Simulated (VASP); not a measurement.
# S (I4_1/amd) in VASP: a series of runs

The runs below take S through single point, with PBE.

All numbers are computed with VASP 6.6.1; they aren't measurements. Logs are shortened: lines on timing, memory, paths and dates and some standing lists are left out, and cuts for length are marked.

**1. The cell of the first run**

It takes space group I4_1/amd (No. 141, tetragonal). The conventional cell has a = 5.113 Å, b = 5.113 Å, c = 2.336 Å, α = 90.00°, β = 90.00°, γ = 90.00°. Within 3.1 Å of S (site symmetry -4m2) lie 10 S at 2.34 to 3.10 Å.

**2. Single point, PBE**

The input, INCAR:

```
  ALGO = Normal
  EDIFF = 1E-6
  ENCUT = 520
  GGA = PE
  ISIF = 2
  ISMEAR = -1
  LASPH = T
  LCHARG = F
  LREAL = F
  LWAVE = F
  NBANDS = 13
  NELM = 60
  PREC = Accurate
  SIGMA = 0.1
```

The input, KPOINTS:

```
k-points
0
Gamma
  17 17 17
```

The input, POSCAR:

```
S
1.0
   -2.5566927021      2.5566927021      1.1678364625
    2.5566927021     -2.5566927021      1.1678364625
    2.5566927021      2.5566927021     -1.1678364625
S
2
Direct
   -0.3750000000     -0.1250000000     -0.2500000000
    0.3750000000      0.1250000000      0.2500000000
```

Potentials or basis: VASP PAW PBE potentials, release 64 (S).

Run with:

```bash
cat potpaw_PBE.64/S/POTCAR > POTCAR
mpirun -np 1 vasp_std > vasp.out
```

OUTCAR:

```text
EDIFF = 1E-6
   ENCUT = 520
   GGA = PE
   ISIF = 2
   ISMEAR = -1
   LASPH = T
   LREAL = F
   NELM = 60
   PREC = Accurate

 ion  position               nearest neighbor table
   1  0.625  0.875  0.750-   2 2.62   2 2.62   2 2.62   2 2.62
   2  0.375  0.125  0.250-   1 2.62   1 2.62   1 2.62   1 2.62

  LATTYP: Found a body centered tetragonal cell.
 ALAT       =     5.1133854042
 C/A-ratio  =     0.4567762334

  Lattice vectors:

 A1 = (  -2.5566927021,   2.5566927021,   1.1678364625)
 A2 = (   2.5566927021,  -2.5566927021,   1.1678364625)
 A3 = (   2.5566927021,   2.5566927021,  -1.1678364625)

Analysis of symmetry for initial positions (statically):
=====================================================================
 Subroutine PRICEL returns:
 Original cell was already a primitive cell.

 Routine SETGRP: Setting up the symmetry group for a
 body centered tetragonal supercell.

 Subroutine GETGRP returns: Found 16 space group operations
 (whereof  4 operations were pure point group operations)
 out of a pool of 16 trial point group operations.

The static configuration has the point symmetry C_2h.
 The point group associated with its full space group is D_4h.

Analysis of symmetry for dynamics (positions and initial velocities):
=====================================================================
 Subroutine PRICEL returns:
 Original cell was already a primitive cell.

 Routine SETGRP: Setting up the symmetry group for a
 body centered tetragonal supercell.

 Subroutine GETGRP returns: Found 16 space group operations
 (whereof  4 operations were pure point group operations)
 out of a pool of 16 trial point group operations.

The dynamic configuration has the point symmetry C_2h.
 The point group associated with its full space group is D_4h.

 Subroutine INISYM returns: Found 16 space group operations
 (whereof  4 operations are pure point group operations),
 and found     1 'primitive' translations

----------------------------------------------------------------------------------------

                                     Primitive cell

  volume of cell :      30.5351

  direct lattice vectors                    reciprocal lattice vectors
    -2.556692702  2.556692702  1.167836462     0.000000000  0.195565153  0.428142138
     2.556692702 -2.556692702  1.167836462     0.195565153  0.000000000  0.428142138
     2.556692702  2.556692702 -1.167836462     0.195565153  0.195565153  0.000000000

  length of vectors
     3.799631186  3.799631186  3.799631186     0.470692489  0.470692489  0.276570892

  position of ions in fractional coordinates (direct lattice)
     0.625000000  0.875000000  0.750000000
     0.375000000  0.125000000  0.250000000

  ion indices of the primitive-cell ions
   primitive index   ion index
                 1           1
                 2           2

----------------------------------------------------------------------------------------

 KPOINTS: k-points

Automatic generation of k-mesh.
 Grid dimensions read from file:
 generate k-points for:   17   17   17

 Generating k-lattice:

  Cartesian coordinates                     Fractional coordinates (reciprocal lattice)
     0.000000000  0.011503833  0.025184832     0.058823529  0.000000000  0.000000000
     0.011503833  0.000000000  0.025184832     0.000000000  0.058823529  0.000000000
     0.011503833  0.011503833  0.000000000     0.000000000  0.000000000  0.058823529

  Length of vectors
     0.027687793  0.027687793  0.016268876

  Shift w.r.t. Gamma in fractional coordinates (k-lattice)
     0.000000000  0.000000000  0.000000000

 Subroutine IBZKPT returns following result:
 ===========================================

 Found    405 irreducible k-points:

 Following reciprocal coordinates:
            Coordinates               Weight
  0.000000  0.000000  0.000000      1.000000
  0.058824 -0.000000  0.000000      8.000000
  0.117647  0.000000  0.000000      8.000000
  0.176471  0.000000  0.000000      8.000000
  0.235294  0.000000  0.000000      8.000000
  0.294118 -0.000000  0.000000      8.000000
[... 16 lines left out ...]
 -0.176471  0.058824  0.000000     16.000000
 -0.117647  0.058824  0.000000     16.000000
 [... further k-points ...]
   k-points           NKPTS =    405   k-points in BZ     NKDIM =    405   number of bands    NBANDS=     13
   number of dos      NEDOS =    301   number of ions     NIONS =      2
   total plane-waves  NPLWV =  21952
   dimension x,y,z NGX =    28 NGY =   28 NGZ =   28
   dimension x,y,z NGXF=    56 NGYF=   56 NGZF=   56
   ions per type =               2
   NGX,Y,Z   is equivalent  to a cutoff of  12.25, 12.25, 12.25 a.u.
   NGXF,Y,Z  is equivalent  to a cutoff of  24.50, 24.50, 24.50 a.u.
 SYSTEM =  unknown system
   PREC   = accura    normal or accurate (medium, high low for compatibility)
   ISTART =      0    job   : 0-new  1-cont  2-samecut
   ICHARG =      2    charge: 1-file 2-atom 10-const
   ISPIN  =      1    spin polarized calculation?
   LNONCOLLINEAR =      F non collinear calculations
   LSORBIT =      F    spin-orbit coupling
   LASPH  =      T    aspherical Exc in radial PAW
   ENCUT  =  520.0 eV  38.22 Ry    6.18 a.u.   7.06  7.06  7.06*2*pi/ulx,y,z
   NELM   =     60;   NELMIN=  2; NELMDL= -5     # of ELM steps
   EDIFF  = 0.1E-05   stopping-criterion for ELM
   LREAL  =      F    real-space projection
   EDIFFG = 0.1E-04   stopping-criterion for IOM
   NSW    =      0    number of steps for IOM
   IBRION =     -1    ionic relax: 0-MD 1-quasi-New 2-CG
   NFREE  =      0    steps in history (QN), initial steepest desc. (CG)
   ISIF   =      2    stress and relaxation
   ISYM   =      2    0-nonsym 1-usesym 2-fastsym
   POTIM  = 0.5000    time-step for ionic-motion
   TEBEG  =    0.0;   TEEND  =   0.0 temperature during run
   PSTRESS=    0.0 pullay stress
   NELECT =      12.0000    total number of electrons
   NUPDOWN=      -1.0000    fix difference up-down
   EMIN   =  10.00;   EMAX   =-10.00  energy-range for DOS
   EFERMI =   0.00;   METHOD = LEGACY
   ISMEAR =    -1;   SIGMA  =   0.10  broadening in eV -4-tet -1-fermi 0-gaus
   EFERMI_NEDOS =   21; number of points for ismear=-14 and -15
   IALGO  =     38    algorithm
   IMIX   =      4    mixing-type and parameters
     AMIX     =   0.40;   BMIX     =  1.00
     AMIX_MAG =   1.60;   BMIX_MAG =  1.00
  volume/ion in A,a.u.               =      15.27       103.03
  Fermi-wavevector in a.u.,A,eV,Ry     =   1.199137  2.266041 19.564226  1.437930
  Thomas-Fermi vector in A             =   2.335008
   LORBIT       =      0    0 simple, 1 ext, 2 COOP (PROOUT), +10 PAW based schemes
   GGA     = PE    functional components
   LHFCALC =     F    Hartree Fock is set to
   AEXX    =    0.0000 exact exchange contribution
   IVDW    =     0    specifies the selected vdW correction
   LEPSILON=     F    determine dielectric tensor
   LRPA    =     F    only Hartree local field effects (RPA)
 non-spin polarized calculation
  energy-cutoff  :      520.00
  volume of cell :       30.54
 maximum number of plane-waves:       856
   NGX = 15   NGY = 15   NGZ = 15

 number of electron      11.9999999 magnetization

 Free energy of the ion-electron system (eV)
  ---------------------------------------------------
  ext. energy  EPLUGINS =         0.00000000
  ---------------------------------------------------
  free energy    TOTEN  =        -6.36477826 eV

  energy without entropy =       -6.33038099  energy(sigma->0) =       -6.34757963

 E-fermi :   8.6441     XC(G=0): -11.1644

 val. band max:        8.6355305141   @ k =  -0.1176   0.1176   0.0000
 cond. band min:       8.6442345631   @ k =   0.4706   0.0000   0.0000
 fundamental gap:      0.0087040490
 Fermi energy:         8.6441196858

 k-point     1 :       0.0000    0.0000    0.0000
  band No.  band energies     occupation
      1      -9.5223      2.00000
      2      -4.1015      2.00000
      3       2.0899      2.00000
      4       2.0899      2.00000
      5       9.2676      0.00391
      6       9.2676      0.00391
      7      10.5417      0.00000
      8      13.8809      0.00000
      9      14.0667      0.00000
     10      15.7282      0.00000
     11      16.1587      0.00000
     12      20.7961      0.00000
     13      22.8431      0.00000

 k-point     2 :       0.0588   -0.0000    0.0000
  band No.  band energies     occupation
      1      -9.4211      2.00000
      2      -4.0602      2.00000
      3       2.1339      2.00000
      4       2.2357      2.00000
      5       9.1495      0.01269
      6       9.3263      0.00218
      7      10.6990      0.00000
      8      13.1248      0.00000
      9      13.1596      0.00000
     10      15.8295      0.00000
     11      16.6935      0.00000
     12      21.6961      0.00000
     13      23.4702      0.00000

 k-point     3 :       0.1176    0.0000    0.0000
  band No.  band energies     occupation
      1      -9.1185      2.00000
      2      -3.9311      2.00000
      3       2.2686      2.00000
      4       2.6635      2.00000
      5       8.8451      0.23633
      6       9.4928      0.00041
      7      11.1648      0.00000
      8      11.3340      0.00000
      9      11.5018      0.00000
     10      16.2341      0.00000
     11      17.5864      0.00000
     12      21.7669      0.00000
     13      21.9428      0.00000

 k-point     4 :       0.1765    0.0000    0.0000
  band No.  band energies     occupation
      1      -8.6171      2.00000
      2      -3.7021      2.00000
      3       2.5005      2.00000
      4       3.3452      2.00000
      5       8.3919      1.85139
      6       9.3033      0.00274
      7       9.6921      0.00006
      8       9.7341      0.00004
      9      11.9210      0.00000
     10      16.7979      0.00000
     11      18.3741      0.00000
     12      19.5885      0.00000
     13      20.3731      0.00000

 k-point     5 :       0.2353    0.0000    0.0000
  band No.  band energies     occupation
      1      -7.9225      2.00000
      2      -3.3609      2.00000
      3       2.8348      2.00000
      4       4.2246      2.00000
      5       7.0385      2.00000
      6       7.5675      1.99996
      7       8.5112      1.58136
      8       9.9761      0.00000
      9      12.9312      0.00000
     10      16.9883      0.00000
     11      17.7797      0.00000
     12      18.2099      0.00000
     13      20.7678      0.00000
[... 257 lines left out ...]
 k-point    22 :      -0.2353    0.0588    0.0000
  band No.  band energies     occupation
      1      -8.4968      2.00000
      2      -3.9603      2.00000
      3       2.4006      2.00000
      4       3.7382      2.00000
      5       7.7355      1.99977
      6       9.1619      0.01122
      7       9.6262      0.00011
      8       9.8026      0.00002
      9      12.3957      0.00000
     10      17.1239      0.00000
     11      18.7710      0.00000
     12      19.7984      0.00000
     13      21.0629      0.00000

 k-point    23 :      -0.1765    0.0588    0.0000
  band No.  band energies     occupation
      1      -9.0272      2.00000
      2      -4.1484      2.00000
      3       2.2026      2.00000
      4       2.9605      2.00000
      5       8.2342      1.96738
      6       9.3819      0.00125
      7      11.2727      0.00000
      8      11.5394      0.00000
      9      11.5667      0.00000
     10      16.5958      0.00000
     11      18.0771      0.00000
     12      21.8959      0.00000
     13      22.2372      0.00000

 k-point    24 :      -0.1176    0.0588    0.0000
  band No.  band energies     occupation
      1      -9.3599      2.00000
      2      -4.2173      2.00000
      3       2.1157      2.00000
      4       2.4132      2.00000
      5       8.7091      0.68625
      6       9.1940      0.00815
      7      10.9607      0.00000
      8      13.1123      0.00000
      9      13.2054      0.00000
     10      16.1518      0.00000
     11      17.0136      0.00000
     12      21.6245      0.00000
     13      23.4285      0.00000

 [... further k-points ...]

------------------------ aborting loop because EDIFF is reached ----------------------------------------

  FORCE on cell =-STRESS in cart. coord.  units (eV):
  Direction    XX          YY          ZZ          XY          YZ          ZX
  --------------------------------------------------------------------------------------
  -------------------------------------------------------------------------------------
  Total        2.7482604      2.7482604      2.6976339      0.0000000      0.0000000     -0.0000000
  in kB      144.2013654    144.2013654    141.5449909      0.0000000      0.0000000     -0.0000000
  external PRESSURE =     143.3159073 kB  Pullay stress =       0.0000000 kB

 VOLUME and BASIS-vectors are now :
 -----------------------------------------------------------------------------
  energy-cutoff  :      520.00
  volume of cell :       30.54
      direct lattice vectors                 reciprocal lattice vectors
    -2.556692702  2.556692702  1.167836462     0.000000000  0.195565153  0.428142138
     2.556692702 -2.556692702  1.167836462     0.195565153  0.000000000  0.428142138
     2.556692702  2.556692702 -1.167836462     0.195565153  0.195565153  0.000000000

 POSITION                                       TOTAL-FORCE (eV/Angst)
 -----------------------------------------------------------------------------------
      2.55669      1.27835      0.87588        -0.000000      0.000000      0.000000
     -0.00000      1.27835      0.29196         0.000000     -0.000000     -0.000000
 -----------------------------------------------------------------------------------
    total drift:                               -0.000000      0.000000     -0.000000

  FREE ENERGIE OF THE ION-ELECTRON SYSTEM (eV)
  ---------------------------------------------------
  free  energy   TOTEN  =        -6.3647782645 eV

  energy  without entropy=       -6.3303809925  energy(sigma->0) =       -6.34757963
```

Wall time 2.6 min (1 thread of Intel Xeon 8259CL, shared host); peak memory 0.24 GiB.

Results:

```
Free energy            : -6.3648 eV
Pressure               : 14.3 GPa
Band gap on the k mesh : zero (bands 6 and 7 overlap by 4.36 eV)
```

Levels at points of the mesh, in eV from the Fermi level:
| k point | band 4 | band 5 | band 6 | band 7 | band 8 | band 9 |
| --- | --- | --- | --- | --- | --- | --- |
| (0.00, 0.00, 0.00) | -6.55 | 0.62 | 0.62 | 1.90 | 5.24 | 5.42 |

Caveat: the cell stands under pressure.

**3. Single point, PBE (15.27 Å³/atom)**

The input, INCAR:

```
SYSTEM = S
  PREC = Accurate
  ENCUT = 520
  EDIFF = 1E-7
  ISMEAR = -1
  SIGMA = 0.1
  LREAL = .False.
  LASPH = .True.
  NELM = 80
  ALGO = Normal
  ISIF = 2
  LWAVE = .False.
  LCHARG = .False.
  GGA = PE
  NBANDS = 13
```

The input, KPOINTS:

```
Automatic mesh
0
Gamma
  17 17 17
  0 0 0
```

POSCAR is that of step 2.

Potentials or basis: VASP PAW PBE potentials, release 64 (S).

Run with:

```bash
cat potpaw_PBE.64/S/POTCAR > POTCAR
mpirun -np 1 vasp_std > vasp.out
```

Wall time 2.8 min (1 thread of Intel Xeon 8259CL, shared host); peak memory 0.24 GiB.

It converged, with:

* Free energy: -6.3648 eV
* Pressure: 14.3 GPa
* Band gap on the k mesh: zero (bands 6 and 7 overlap by 4.36 eV)

Stress tensor (GPa, compression positive):
```
14.42  0.00  0.00
 0.00 14.42  0.00
 0.00  0.00 14.15
```

Levels at points of the mesh, in eV from the Fermi level:
```csv
k point,band 2,band 3,band 4,band 5,band 6,band 7,band 8,band 9,band 10,band 11
"(0.00, 0.00, 0.00)",-12.75,-6.55,-6.55,0.62,0.62,1.90,5.24,5.42,7.08,7.51
```

Caveat: the cell stands under pressure.

**4. Single point, PBE (16.72 Å³/atom)**

This run uses another cell than the first one, of 16.72 Å³/atom.

The input, INCAR:

```
SYSTEM = S
ALGO = Normal
EDIFF = 1E-6
ENCUT = 520
GGA = PE
ISIF = 2
ISMEAR = -1
LASPH = .True.
LCHARG = .False.
LREAL = .False.
LWAVE = .False.
NBANDS = 13
NELM = 80
PREC = Accurate
SIGMA = 0.1
```

The input, KPOINTS:

```
k-points
0
Gamma
  17 17 17
  0 0 0
```

The input, POSCAR:

```
S
1.0
   -2.6630438718      2.6630438718      1.1789380733
    2.6630438718     -2.6630438718      1.1789380733
    2.6630438718      2.6630438718     -1.1789380733
S
2
Direct
   -0.3750000000     -0.1250000000     -0.2500000000
    0.3750000000      0.1250000000      0.2500000000
```

Run with:

```bash
cat potpaw_PBE.64/S/POTCAR > POTCAR
mpirun -np 1 vasp_std > vasp.out
```

It took 3.4 min on 1 thread of Intel Xeon 8259CL, shared host; peak memory 0.26 GiB.

Results (log left out):

- Free energy: -6.5319 eV
- Pressure: 4.7 GPa
- Band gap on the k mesh: zero (bands 6 and 7 overlap by 3.65 eV)

Stress tensor (GPa, compression positive):
```
4.79 0.00 0.00
0.00 4.79 0.00
0.00 0.00 4.52
```

Levels at points of the mesh, in eV from the Fermi level:
```
           k point  band 2  band 3  band 4  band 5  band 6  band 7  band 8  band 9  band 10  band 11
(0.00, 0.00, 0.00)  -12.80   -5.89   -5.89    0.32    0.32    2.62    5.37    5.48     7.23     7.25
```

Caveat: the cell stands under pressure.

**5. Single point, PBE (16.72 Å³/atom)**

This run uses another cell than the first one, of 16.72 Å³/atom.

The input, INCAR:

```
  ALGO = Normal
  EDIFF = 1E-6
  ENCUT = 520
  GGA = PE
  ISIF = 2
  ISMEAR = -1
  LASPH = T
  LCHARG = F
  LREAL = F
  LWAVE = F
  NBANDS = 13
  NELM = 80
  PREC = Accurate
  SIGMA = 0.1
```

The input, KPOINTS:

```
k-points
0
Gamma
  17 17 17
```

POSCAR is that of step 4.

Run with:

```bash
cat potpaw_PBE.64/S/POTCAR > POTCAR
mpirun -np 1 vasp_std > vasp.out
```

It took 4.2 min on 1 thread of Intel Xeon 8259CL, shared host; peak memory 0.26 GiB.

It converged, with:

```yaml
Free_energy: -6.5319 eV
Pressure: 4.7 GPa
Band_gap_on_the_k_mesh: zero (bands 6 and 7 overlap by 3.65 eV)
```

Stress tensor (GPa, compression positive):
```
4.79 0.00 0.00
0.00 4.79 0.00
0.00 0.00 4.52
```

Levels at points of the mesh, in eV from the Fermi level:
| k point | band 4 | band 5 | band 6 | band 7 | band 8 | band 9 |
| --- | --- | --- | --- | --- | --- | --- |
| (0.00, 0.00, 0.00) | -5.89 | 0.32 | 0.32 | 2.62 | 5.37 | 5.48 |

Caveat: the cell stands under pressure.

**6. Single point, PBE (18.18 Å³/atom)**

This run uses another cell than the first one, of 18.18 Å³/atom.

The input, INCAR:

```
PREC = Accurate
ENCUT = 520
EDIFF = 1E-6
ISMEAR = -1
SIGMA = 0.1
LREAL = F
LASPH = T
NELM = 80
ALGO = Normal
ISIF = 2
LWAVE = F
LCHARG = F
GGA = PE
NBANDS = 13
```

The input, KPOINTS:

```
regular mesh
0
Gamma
  17 17 17
```

The input, POSCAR:

```
S
1.0
   -2.7983778406      2.7983778406      1.1605052302
    2.7983778406     -2.7983778406      1.1605052302
    2.7983778406      2.7983778406     -1.1605052302
S
2
Direct
   -0.3750000000     -0.1250000000     -0.2500000000
    0.3750000000      0.1250000000      0.2500000000
```

Potentials or basis: VASP PAW PBE potentials, release 64 (S).

Run with:

```bash
cat potpaw_PBE.64/S/POTCAR > POTCAR
mpirun -np 1 vasp_std > vasp.out
```

Wall time 3.1 min (1 thread of Intel Xeon 8259CL, shared host); peak memory 0.27 GiB.

The run converged. Its results:

```
Free energy            : -6.5727 eV
Pressure               : -0.2 GPa
Band gap on the k mesh : zero (bands 6 and 7 overlap by 2.81 eV)
```

Stress tensor (GPa, compression positive):
```
-0.04  0.00  0.00
 0.00 -0.04  0.00
 0.00  0.00 -0.40
```

Levels at points of the mesh, in eV from the Fermi level:
| k point | band 2 | band 3 | band 4 | band 5 | band 6 | band 7 | band 8 | band 9 | band 10 | band 11 |
| --- | --- | --- | --- | --- | --- | --- | --- | --- | --- | --- |
| (0.00, 0.00, 0.00) | -13.13 | -5.35 | -5.35 | -0.15 | -0.15 | 3.28 | 6.28 | 6.37 | 6.61 | 7.30 |

**7. Summary**

| cell | gap on the mesh (eV) | pressure (GPa) |
| --- | --- | --- |
| a = 3.800 Å, angles 95.4, 95.4, 144.2°, 2 atoms | none | 14.3 |
| a = 3.946 Å, angles 95.1, 95.1, 145.2°, 2 atoms | none | 4.7 |
| a = 4.124 Å, angles 94.5, 94.5, 147.3°, 2 atoms | none | -0.2 |

Alike in all rows: task single point; level PBE; potentials or basis VASP PAW PBE potentials, release 64 (S); no spin polarisation; k mesh 17 × 17 × 17; cutoff (eV) 520; smearing fermi-dirac 0.1 eV.

Caveats: the cell stands under pressure (at least some runs).

Absolute energies hang on the potentials; compare differences alone.
